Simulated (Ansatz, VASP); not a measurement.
## Ti: VASP beside Ansatz

```
Ti
1.0
     2.77994    0.00000    0.00000
    -1.38997    2.40750    0.00000
     0.00000    0.00000    4.40360
Ti
2
Cartesian
  0.0000 1.6050 1.1009
  1.3900 0.8025 3.3027
```

Alike in both runs: task single point; functional PBEsol; k mesh 20 × 20 × 11; occupations fermi-dirac, width 0.1 eV; no spin polarisation.

|  | VASP | Ansatz |
| --- | --- | --- |
| version | VASP 6.6.1 | Ansatz 0.2.0 |
| potentials or method | VASP PAW PBE potentials, release 64 (Ti_sv), cutoff 520 eV | plane waves (420 eV) with PAW, scalar-relativistic |
| valence electrons in the cell | 24 | 24 |

|  | VASP | Ansatz | Ansatz less VASP |
| --- | --- | --- | --- |
| pressure (GPa) | 18.4 | 18.9 | +0.51 |
| traceless stress, the component that is largest in VASP (GPa) | 0.38 | 0.37 | -0.008 |

VASP's potentials were made for PBE, not for PBEsol, and Ansatz warns of the same on its side.
